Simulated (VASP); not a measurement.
# Lu (Fm-3m) in VASP: a series of runs, part 2 of 2

VASP 6.6.1.

### 4 Single point, PBE (22.11 Å³/atom)

This run uses another cell than the first one, of 22.11 Å³/atom.

The input, INCAR:

```
PREC = Accurate ; ENCUT = 520
EDIFF = 1E-6 ; ISMEAR = -1
SIGMA = 0.1 ; LREAL = F
LASPH = T ; NELM = 60
ALGO = Normal ; ISIF = 2
LWAVE = F ; LCHARG = F
GGA = PE ; NBANDS = 18
```

The input, KPOINTS:

```
regular mesh
0
Gamma
  15 15 15
```

The input, POSCAR:

```
Lu
1.0
    0.0000000000      2.2275365689      2.2275365689
    2.2275365689      0.0000000000      2.2275365689
    2.2275365689      2.2275365689      0.0000000000
Lu
1
Direct
    0.0000000000      0.0000000000      0.0000000000
```

Potentials or basis: VASP PAW PBE potentials, release 64 (Lu).

Command:

```console
> cat potpaw_PBE.64/Lu/POTCAR > POTCAR
> mpirun -np 1 vasp_std > vasp.out
```

OUTCAR:

```text
PREC = Accurate
   ENCUT = 520
   EDIFF = 1E-6
   ISMEAR = -1
   LREAL = F
   LASPH = T
   NELM = 60
   ISIF = 2
   GGA = PE

 ion  position               nearest neighbor table
   1  0.000  0.000  0.000-

  LATTYP: Found a face centered cubic cell.
 ALAT       =     4.4550731378

  Lattice vectors:

 A1 = (   0.0000000000,   2.2275365689,   2.2275365689)
 A2 = (   2.2275365689,   0.0000000000,   2.2275365689)
 A3 = (   2.2275365689,   2.2275365689,   0.0000000000)

[... 680 lines left out ...]
     18      17.6245      0.00000

 [... further k-points ...]

------------------------ aborting loop because EDIFF is reached ----------------------------------------

  FORCE on cell =-STRESS in cart. coord.  units (eV):
  Direction    XX          YY          ZZ          XY          YZ          ZX
  --------------------------------------------------------------------------------------
  -------------------------------------------------------------------------------------
  Total        2.6107884      2.6107884      2.6107884      0.0000000      0.0000000      0.0000000
  in kB      189.2246598    189.2246598    189.2246598      0.0000000      0.0000000      0.0000000
  external PRESSURE =     189.2246598 kB  Pullay stress =       0.0000000 kB

 VOLUME and BASIS-vectors are now :
 -----------------------------------------------------------------------------
  energy-cutoff  :      520.00
  volume of cell :       22.11
      direct lattice vectors                 reciprocal lattice vectors
     0.000000000  2.227536569  2.227536569    -0.224463206  0.224463206  0.224463206
     2.227536569  0.000000000  2.227536569     0.224463206 -0.224463206  0.224463206
     2.227536569  2.227536569  0.000000000     0.224463206  0.224463206 -0.224463206

 POSITION                                       TOTAL-FORCE (eV/Angst)
 -----------------------------------------------------------------------------------
      0.00000      0.00000      0.00000        -0.000000     -0.000000     -0.000000
 -----------------------------------------------------------------------------------
    total drift:                                0.000000     -0.000000     -0.000000

  FREE ENERGIE OF THE ION-ELECTRON SYSTEM (eV)
  ---------------------------------------------------
  free  energy   TOTEN  =        -4.1635145715 eV

  energy  without entropy=       -4.1323437675  energy(sigma->0) =       -4.14792917
```

OSZICAR:

```text
N       E                     dE             d eps       ncg     rms          rms(c)
DAV:   1     0.753504677004E+02    0.75350E+02   -0.10032E+04  5344   0.466E+03
DAV:   2     0.119021984742E+01   -0.74160E+02   -0.72317E+02  4440   0.353E+02
DAV:   3    -0.410903820585E+01   -0.52993E+01   -0.52591E+01  4722   0.725E+01
DAV:   4    -0.429386331425E+01   -0.18483E+00   -0.18389E+00  5858   0.113E+01
DAV:   5    -0.429856324373E+01   -0.46999E-02   -0.46975E-02  5090   0.158E+00    0.336E+00
DAV:   6    -0.417519929528E+01    0.12336E+00   -0.46654E-01  7276   0.152E+01    0.128E+00
DAV:   7    -0.416400942455E+01    0.11190E-01   -0.29081E-02  6798   0.176E+00    0.400E-01
DAV:   8    -0.416306466820E+01    0.94476E-03   -0.61430E-03  7040   0.553E-01    0.118E-01
DAV:   9    -0.416352204675E+01   -0.45738E-03   -0.10441E-03  6462   0.271E-01    0.245E-02
DAV:  10    -0.416351655617E+01    0.54906E-05   -0.46852E-05  5760   0.777E-02    0.606E-03
DAV:  11    -0.416351492950E+01    0.16267E-05   -0.32409E-06  5324   0.162E-02    0.312E-03
DAV:  12    -0.416351457147E+01    0.35803E-06   -0.24970E-07  2704   0.697E-03
   1 F= -.41635146E+01 E0= -.41479292E+01  d E =-.311708E-01
```

stdout:

```text
POSCAR found type information on POSCAR Lu
 POSCAR found :  1 types and       1 ions
 scaLAPACK will be used
 LDA part: xc-table for (Slater+PW92), standard interpolation
 POSCAR, INCAR and KPOINTS ok, starting setup
 FFT: planning ... GRIDC
 FFT: planning ... GRID_SOFT
 FFT: planning ... GRID
 WAVECAR not read
 entering main loop
```

Wall time 57 s (1 thread of Intel Xeon 8259CL, shared host); peak memory 0.18 GiB.

What came out:

```
Free energy            : -4.1635 eV
Pressure               : 18.9 GPa
Band gap on the k mesh : zero (an odd number of electrons rules out a gap without spin polarisation)
```

Caveat: the cell stands under pressure; spin-orbit coupling is left out, which moves the levels of the heavy elements.

### 5 Single point, PBE (24.43 Å³/atom)

This run uses another cell than the first one, of 24.43 Å³/atom.

The input, INCAR:

```
SYSTEM = Lu
ALGO = Normal ; EDIFF = 1E-6
ENCUT = 520 ; GGA = PE
ISIF = 2 ; ISMEAR = -1
LASPH = .True. ; LCHARG = .False.
LREAL = .False. ; LWAVE = .False.
NBANDS = 18 ; NELM = 60
PREC = Accurate ; SIGMA = 0.1
```

The input, KPOINTS:

```
k-points
0
Gamma
  15 15 15
  0 0 0
```

The input, POSCAR:

```
Lu
1.0
    0.0000000000      2.3031032441      2.3031032441
    2.3031032441      0.0000000000      2.3031032441
    2.3031032441      2.3031032441      0.0000000000
Lu
1
Direct
    0.0000000000      0.0000000000      0.0000000000
```

Potentials or basis: VASP PAW PBE potentials, release 64 (Lu).

Command:

```console
> cat potpaw_PBE.64/Lu/POTCAR > POTCAR
> mpirun -np 1 vasp_std > vasp.out
```

OUTCAR:

```text
SYSTEM = Lu
   EDIFF = 1E-6
   ENCUT = 520
   GGA = PE
   ISIF = 2
   ISMEAR = -1
   LASPH = .True.
   LREAL = .False.
   NELM = 60
   PREC = Accurate

 ion  position               nearest neighbor table
   1  0.000  0.000  0.000-

  LATTYP: Found a face centered cubic cell.
 ALAT       =     4.6062064882

  Lattice vectors:

 A1 = (   0.0000000000,   2.3031032441,   2.3031032441)
 A2 = (   2.3031032441,   0.0000000000,   2.3031032441)
[... 682 lines left out ...]
     18      16.4055      0.00000

 [... further k-points ...]

------------------------ aborting loop because EDIFF is reached ----------------------------------------

  FORCE on cell =-STRESS in cart. coord.  units (eV):
  Direction    XX          YY          ZZ          XY          YZ          ZX
  --------------------------------------------------------------------------------------
  -------------------------------------------------------------------------------------
  Total        1.5391992      1.5391992      1.5391992     -0.0000000     -0.0000000      0.0000000
  in kB      100.9334687    100.9334687    100.9334687     -0.0000000     -0.0000000      0.0000000
  external PRESSURE =     100.9334687 kB  Pullay stress =       0.0000000 kB

 VOLUME and BASIS-vectors are now :
 -----------------------------------------------------------------------------
  energy-cutoff  :      520.00
  volume of cell :       24.43
      direct lattice vectors                 reciprocal lattice vectors
     0.000000000  2.303103244  2.303103244    -0.217098387  0.217098387  0.217098387
     2.303103244  0.000000000  2.303103244     0.217098387 -0.217098387  0.217098387
     2.303103244  2.303103244  0.000000000     0.217098387  0.217098387 -0.217098387

 POSITION                                       TOTAL-FORCE (eV/Angst)
 -----------------------------------------------------------------------------------
      0.00000      0.00000      0.00000         0.000000     -0.000000      0.000000
 -----------------------------------------------------------------------------------
    total drift:                               -0.000000      0.000000     -0.000000

  FREE ENERGIE OF THE ION-ELECTRON SYSTEM (eV)
  ---------------------------------------------------
  free  energy   TOTEN  =        -4.3711789865 eV

  energy  without entropy=       -4.3338150772  energy(sigma->0) =       -4.35249703
```

Run time: 48 s. Hardware: 1 thread of Intel Xeon 8259CL, shared host; peak memory 0.19 GiB.

What came out:

```yaml
Free_energy: -4.3712 eV
Pressure: 10.1 GPa
Band_gap_on_the_k_mesh: zero (an odd number of electrons rules out a gap without spin polarisation)
```

Caveat: the cell stands under pressure; spin-orbit coupling is left out, which moves the levels of the heavy elements.

### 6 Overview

| cell | gap on the mesh (eV) | pressure (GPa) |
| --- | --- | --- |
| a = 3.036 Å, angles 60.0°, 1 atom | none | 32.4 |
| a = 3.150 Å, angles 60.0°, 1 atom | none | 18.9 |
| a = 3.257 Å, angles 60.0°, 1 atom | none | 10.1 |

Alike in all rows: task single point; level PBE; potentials or basis VASP PAW PBE potentials, release 64 (Lu); no spin polarisation; k mesh 15 × 15 × 15; cutoff (eV) 520; smearing fermi-dirac 0.1 eV.

Caveats: the cell stands under pressure; spin-orbit coupling is left out, which moves the levels of the heavy elements.

Total energies depend on the potentials used, so only differences within one code and one set of settings carry meaning.
